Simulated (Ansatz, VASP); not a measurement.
**Two plane-wave programs on CaC2**

```
Ca C
1.0
     1.88514    1.08839    3.85251
    -1.88514    1.08839    3.85251
     0.00000   -2.17677    3.85251
Ca C
1 2
Direct
  0.00000 0.00000 0.00000
  0.55387 0.55387 0.55387
  0.44613 0.44613 0.44613
```

Alike in both runs: functional LDA; k mesh 9 × 9 × 9; occupations gaussian, width 0.02 eV; no spin polarisation.

Ansatz relaxed the structure, and its values are those at the end. VASP's run is a single point on that final structure, the one shown.

|  | VASP | Ansatz |
| --- | --- | --- |
| version | VASP 6.6.1 | Ansatz 0.2.0 |
| potentials or method | VASP PAW LDA potentials, release 64 (Ca_sv, C_h), cutoff 910 eV | scalar-relativistic, plane waves, PAW |
| valence electrons in the cell | 18 | 18 |

VASP gave:

| Property | Result |
| --- | --- |
| gap on the k mesh at the Fermi level (eV) | 2.52 |
| least direct gap on the mesh (eV) | 3.79 |
| rms of the force components (eV/Å) | 0.016 |

Question: What did Ansatz give for the same quantities?

Answer: gap on the k mesh at the Fermi level (eV): 2.53; least direct gap on the mesh (eV): 3.80; rms of the force components (eV/Å): 0.000.

LDA's correlation is that of Perdew and Zunger in VASP and of Perdew and Wang (1992) in Ansatz.

Noted on VASP's run: the cutoff is under 1.25 times that of the potentials, so the pressure is a little rough.
